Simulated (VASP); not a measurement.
# Tb3YPb (P4mm) in VASP: a series of runs, part 2 of 2

VASP 6.6.1. The steps go on from the part before.

## 4. Relaxation of cell and atoms, PBE

This run uses another cell than the first one, of 31.48 Å³/atom.

Contents of INCAR:

```
  PREC = Accurate
  ENCUT = 500
  EDIFF = 1E-7
  ISMEAR = 0
  SIGMA = 0.1
  LREAL = F
  LASPH = T
  NELM = 200
  ALGO = Normal
  ISIF = 3
  LWAVE = F
  LCHARG = F
  GGA = PE
  IBRION = 2
  NSW = 90
  EDIFFG = -0.04
  GGA_COMPAT = F
  NELMIN = 4
  LMAXMIX = 6
```

Contents of KPOINTS:

```
regular mesh
0
Gamma
  4 4 2
```

Contents of POSCAR:

```
Tb3YPb
1.0
    4.4852117198      0.0000000000      0.0000000000
    0.0000000000      4.4852117198      0.0000000000
    0.0000000000      0.0000000000      7.8230920836
Tb Y Pb
3 1 1
Direct
    0.0000000000      0.5000000000      0.6668703632
    0.0000000000      0.0000000000      0.3257819790
    0.5000000000      0.0000000000      0.6668703632
    0.5000000000      0.5000000000      0.1247650084
    0.0000000000      0.0000000000      0.9519912463
```

Command:

```bash
> cat potpaw_PBE.64/Tb_3/POTCAR potpaw_PBE.64/Y_sv/POTCAR potpaw_PBE.64/Pb_d/POTCAR > POTCAR
> mpirun -np 1 vasp_std > vasp.out
```

It took 12 min on 1 thread of Intel Xeon Platinum 8488C (Sapphire Rapids), shared host; peak memory 0.33 GiB.

It converged, with:

| Quantity | Value |
| --- | --- |
| Free energy | -23.5265 eV |
| Relaxed volume | 32.86 Å³/atom |
| Relaxed cell | a = 4.473 Å, b = 4.473 Å, c = 8.211 Å, α = 90.00°, β = 90.00°, γ = 90.00° |
| Space group after relaxing (to 0.1 Å) | P4mm (No. 99) |
| Energy gained by relaxing | 19.6 meV/atom |
| Ionic steps | 14 |
| Pressure after relaxing | 0.0 GPa |
| Largest force after relaxing | 0.021 eV/Å |
| Band gap on the k mesh | zero (bands 26 and 27 overlap by 0.58 eV) |

Forces on the atoms (eV/Å):
```
Tb   0.000  0.000  0.009
Tb   0.000  0.000 -0.021
Tb   0.000  0.000  0.009
Y    0.000  0.000 -0.012
Pb   0.000  0.000  0.015
```

Step by step:
```
step  energy change (eV)  largest force (eV/Å)  pressure (GPa)  volume (Å³)
   1              0.0000                0.3823            1.54       157.38
   2             -0.0460                0.3110           -0.58       164.37
   3             -0.0464                0.3176           -0.40       163.69
   4             -0.0595                0.2487           -0.23       162.89
   5             -0.0682                0.2231            0.06       161.65
   6             -0.0683                0.2200            0.10       161.51
   7             -0.0734                0.1896            0.05       161.81
   8             -0.0842                0.1091           -0.08       162.71
   9             -0.0906                0.1743           -0.25       164.52
  10             -0.0953                0.0996            0.04       163.67
  11             -0.0961                0.0552            0.22       163.16
  12             -0.0975                0.0549            0.02       164.04
  13             -0.0975                0.0571           -0.02       164.23
  14             -0.0978                0.0211           -0.02       164.32
```

Final structure:
```
Tb Y Pb
1.0
     4.47339    0.00000    0.00000
     0.00000    4.47339    0.00000
     0.00000    0.00000    8.21127
Tb Y Pb
3 1 1
Direct
  0.00000 0.50000 0.67434
  0.00000 0.00000 0.33332
  0.50000 0.00000 0.67434
  0.50000 0.50000 0.08897
  0.00000 0.00000 0.96531
```

Levels at points of the mesh, in eV from the Fermi level:
| k point | band 22 | band 23 | band 24 | band 25 | band 26 | band 27 | band 28 | band 29 | band 30 | band 31 |
| --- | --- | --- | --- | --- | --- | --- | --- | --- | --- | --- |
| (0.00, 0.00, 0.00) | -1.76 | -0.79 | -0.79 | -0.61 | -0.57 | -0.46 | 1.32 | 1.32 | 1.51 | 1.65 |
| (0.50, 0.00, 0.00) | -1.34 | -1.16 | -0.93 | -0.23 | -0.13 | 0.70 | 0.74 | 1.15 | 1.38 | 1.51 |
| (0.50, 0.50, 0.00) | -2.20 | -1.07 | -0.64 | -0.58 | -0.58 | 0.30 | 0.30 | 0.51 | 0.98 | 0.98 |
| (0.00, 0.00, 0.50) | -1.90 | -0.58 | -0.58 | -0.45 | -0.42 | -0.35 | 0.88 | 0.88 | 0.96 | 1.03 |
| (0.50, 0.00, 0.50) | -1.20 | -0.78 | -0.73 | -0.36 | -0.07 | 0.82 | 0.85 | 0.98 | 1.70 | 1.83 |
| (0.50, 0.50, 0.50) | -1.56 | -1.54 | -0.48 | -0.28 | -0.28 | 0.15 | 0.15 | 0.38 | 1.12 | 1.12 |

Caveat: the k points lie up to 0.38 Å⁻¹ apart in the final cell, too coarse for converged energies and pressures of a metal; spin-orbit coupling is left out, which moves the levels of the heavy elements; the 4f electrons are frozen in the core, so they carry no moment and show no levels. Spin polarisation is off, so any magnetic state and its effect on volume and gap are missing.

## 5. Single point, PBE (30.01 Å³/atom)

This run uses another cell than the first one, of 30.01 Å³/atom.

Contents of INCAR:

```
ALGO     = Normal         # electronic algorithm
EDIFF    = 1E-6           # SCF threshold, eV
ENCUT    = 500            # plane-wave cutoff, eV
GGA      = PE             # functional
GGA_COMPAT= False        
ISIF     = 2              # what is computed and relaxed
ISMEAR   = 0              # smearing method
LASPH    = True           # aspherical terms in the spheres
LCHARG   = False          # write CHGCAR
LMAXMIX  = 6              # l up to which the mixer works
LREAL    = False          # projectors in reciprocal space
LWAVE    = False          # write WAVECAR
NBANDS   = 34             # bands
NELM     = 200            # most SCF steps
PREC     = Accurate       # precision mode
SIGMA    = 0.1            # smearing width, eV
```

Contents of KPOINTS:

```
k-points
0
Gamma
  8 8 4
```

Contents of POSCAR:

```
Tb3YPb
1.0
    4.3480963074      0.0000000000      0.0000000000
    0.0000000000      4.3480963074      0.0000000000
    0.0000000000      0.0000000000      7.9361140687
Tb Y Pb
3 1 1
Direct
    0.0000000000      0.5000000000      0.6669814072
    0.0000000000      0.0000000000      0.3325957488
    0.5000000000      0.0000000000      0.6669814072
    0.5000000000      0.5000000000      0.1086459040
    0.0000000000      0.0000000000      0.9610744929
```

Command:

```bash
> cat potpaw_PBE.64/Tb_3/POTCAR potpaw_PBE.64/Y_sv/POTCAR potpaw_PBE.64/Pb_d/POTCAR > POTCAR
> mpirun -np 1 vasp_std > vasp.out
```

Run time: 3.7 min. Hardware: 1 thread of Intel Xeon Platinum 8488C (Sapphire Rapids), shared host; peak memory 0.39 GiB.

It converged, with:

```
Free energy            : -23.3284 eV
Pressure               : 3.9 GPa
Largest force          : 0.021 eV/Å
Band gap on the k mesh : zero (bands 26 and 27 overlap by 0.67 eV)
```

Forces in eV/Å, atoms in the order of the input:
```
Tb   0.000  0.000  0.005
Tb   0.000  0.000 -0.021
Tb   0.000  0.000  0.005
Y    0.000  0.000 -0.007
Pb   0.000  0.000  0.018
```

Levels at points of the mesh, in eV from the Fermi level:
```csv
k point,band 22,band 23,band 24,band 25,band 26,band 27,band 28,band 29,band 30,band 31
"(0.00, 0.00, 0.00)",-1.87,-0.83,-0.82,-0.82,-0.68,-0.51,1.50,1.50,1.70,1.88
"(0.50, 0.00, 0.00)",-1.21,-1.15,-0.87,-0.25,-0.17,0.65,0.82,1.48,1.60,1.94
"(0.50, 0.50, 0.00)",-2.28,-1.28,-0.51,-0.51,-0.50,0.44,0.44,0.84,1.09,1.09
"(0.00, 0.00, 0.50)",-1.87,-0.67,-0.53,-0.53,-0.51,-0.31,0.95,0.95,1.24,1.40
"(0.50, 0.00, 0.50)",-1.16,-0.90,-0.64,-0.36,0.16,0.80,0.96,0.97,1.99,2.18
"(0.50, 0.50, 0.50)",-1.71,-1.59,-0.33,-0.15,-0.15,0.29,0.29,0.54,1.32,1.32
```

Caveat: the cell stands under pressure; spin-orbit coupling is left out, which moves the levels of the heavy elements; the 4f electrons are frozen in the core, so they carry no moment and show no levels.

## 6. Overview

```csv
task,cell,k mesh,gap on the mesh (eV),pressure (GPa),relaxed volume (Å³/atom),largest force (eV/Å)
relaxation of shape and atoms at fixed volume,"relaxed from a = 4.300, b = 4.300, c = 7.848 Å, 5 atoms, atomic positions A",8 × 8 × 4,none,5.7,-,0.01
relaxation of cell and atoms,"relaxed from a = 4.907, b = 4.907, c = 7.003 Å, 5 atoms, atomic positions B",6 × 6 × 6,none,0.0,34.29,0.01
relaxation of cell and atoms,"relaxed from a = 4.485, b = 4.485, c = 7.823 Å, 5 atoms, atomic positions C",4 × 4 × 2,none,0.0,32.86,0.02
single point,"a = 4.348, b = 4.348, c = 7.936 Å, 5 atoms, atomic positions A",8 × 8 × 4,none,3.9,-,0.02
```

Alike in all rows: level PBE; potentials or basis VASP PAW PBE potentials, release 64 (Tb_3, Y_sv, Pb_d), 4f in core; no spin polarisation; cutoff (eV) 500; smearing gaussian 0.1 eV.

Caveats: some runs use coarse meshes; spin-orbit coupling is left out, which moves the levels of the heavy elements; the 4f electrons are frozen in the core, so they carry no moment and show no levels; the cell stands under pressure (at least some runs).

Absolute energies hang on the potentials; compare differences alone.
